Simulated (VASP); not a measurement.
A run of VASP 6.6.1:

INCAR

```
SYSTEM = BN
  PREC = Accurate
  ENCUT = 520
  EDIFF = 1E-6
  ISMEAR = -1
  SIGMA = 0.01
  LREAL = Auto
  LASPH = .True.
  NELM = 120
  ALGO = Normal
  ISIF = 2
  LWAVE = .False.
  LCHARG = .False.
  GGA = PE
  NBANDS = 91
  GGA_COMPAT = .False.
```

Contents of KPOINTS:

```
Automatic mesh
0
Gamma
  2 2 2
  0.5 0.5 0.5
```

The input POSCAR:

```
BN
1.0
    7.4650312844      0.0000000000      0.0000000000
   -3.7325156422      6.4649067324      0.0000000000
    0.0000000000      0.0000000000      6.4954828762
B N
17 17
Direct
    0.1152532431      0.2214421614      0.2507878424
    0.2318966492      0.1027831732      0.7509812465
    0.1149827889      0.5543062846      0.2507973983
    0.2321478233      0.4436471764      0.7504494482
    0.1148322547      0.8877400741      0.2505726830
    0.2129572130      0.7665226263      0.7502999707
    0.4487218058      0.2218104230      0.2508149798
    0.5313557066      0.1055568519      0.7507555811
    0.4487308973      0.5544118099      0.2508323288
    0.4485307752      0.8877959922      0.2508092455
    0.5597550963      0.7844314476      0.7503443813
    0.7817616364      0.2214008804      0.2510959633
    0.8901476257      0.1191149272      0.7510812508
    0.7811494006      0.5543782678      0.2507536369
    0.8722470664      0.4413681141      0.7509210682
    0.7816688183      0.8877860330      0.2508697257
    0.8803988357      0.7795453005      0.7513887324
    0.1236508644      0.2201356253      0.7508200830
    0.2258071972      0.1103844123      0.2504429790
    0.1044232005      0.5463493469      0.7501357842
    0.2258166374      0.4437363737      0.2507497785
    0.1072277426      0.8828942426      0.7507341131
    0.2258055908      0.7770780887      0.2506498664
    0.5591098663      0.1104676519      0.2510757684
    0.4518644717      0.5706843061      0.7493489992
    0.5590121069      0.4436850127      0.2508075103
    0.4363480593      0.8865513441      0.7501932443
    0.5592937885      0.7772778639      0.2508286849
    0.7611234418      0.2199870148      0.7511038109
    0.8926152389      0.1106679289      0.2511571881
    0.7728273424      0.5640202031      0.7524149420
    0.8923805912      0.4437977822      0.2509087770
    0.7814783681      0.9008194045      0.7511551052
    0.8924446910      0.7772220346      0.2505900486
```

Potentials or basis: VASP PAW PBE potentials, release 64 (B, N).

The run is started by

```console
$ cat potpaw_PBE.64/B/POTCAR potpaw_PBE.64/N/POTCAR > POTCAR
$ mpirun -np 1 vasp_std > vasp.out
```

Hardware: 1 thread of Intel(R) Xeon(R) 6975P-C (Granite Rapids) (shared host).

Estimate the wall time of this run.

Wall time 6.4 min on 1 thread of Intel(R) Xeon(R) 6975P-C (Granite Rapids), with other jobs on the host, peak memory 0.48 GiB. Counts: scf iterations 18, k points 12.
